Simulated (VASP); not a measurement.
## Mg: relaxation of shape and atoms at fixed volume with PBE

Mg:

```
CELL_PARAMETERS angstrom
4.10325 0.00000 0.00000
-2.05163 3.55352 0.00000
0.00000 0.00000 2.49180
ATOMIC_POSITIONS crystal
Mg 0.00000 0.00000 0.00000
Mg 0.33333 0.66667 0.50000
Mg 0.66667 0.33333 0.50000
```

- Program: VASP 6.6.1
- Task: relaxation of shape and atoms at fixed volume
- Functional: PBE
- Potentials or basis: VASP PAW PBE potentials, release 64 (Mg)
- Cutoff: 600 eV
- k mesh: 7 × 7 × 10
- Occupations: fermi-dirac, width 0.08 eV
- Spin: no spin polarisation
- Dipole correction: no
- Further INCAR settings: ALGO = Normal; EDIFF = 1e-06; IBRION = 2; EDIFFG = -0.005; NSW = 50; ISIF = 4

```
Energy gained by relaxing : 3.0 meV/atom
Ionic steps               : 3
Pressure after relaxing   : 80.1 GPa
Band gap on the k mesh    : zero (band 3 reaches 11.29 eV, above the bottom of band 4 at 6.11 eV)
```

The path:
```
step  energy change (eV)  largest force (eV/Å)  pressure (GPa)  volume (Å³)
   1              0.0000                0.0000           80.19        36.33
   2             -0.0085                0.0000           80.05        36.33
   3             -0.0090                0.0000           80.07        36.33
```

Final structure:
```
Mg
1.0
     4.12909    0.00000    0.00000
    -2.06455    3.57590    0.00000
     0.00000    0.00000    2.46071
Mg
3
Direct
  0.00000 0.00000 0.00000
  0.33333 0.66667 0.50000
  0.66667 0.33333 0.50000
```

Levels at points of the mesh, in eV from the Fermi level:
| k point | band 1 | band 2 | band 3 | band 4 | band 5 | band 6 | band 7 |
| --- | --- | --- | --- | --- | --- | --- | --- |
| (0.00, 0.00, 0.00) | -10.18 | -0.19 | -0.19 | -0.17 | -0.17 | 2.93 | 3.61 |
| (0.00, 0.00, 0.50) | -4.40 | -4.09 | 4.18 | 4.18 | 4.23 | 4.23 | 5.94 |

Wall time 21 s on 1 thread of Intel(R) Xeon(R) Platinum 8259CL CPU @ 2.50GHz (Skylake/Cascade Lake), on a shared host, peak memory 0.16 GiB.
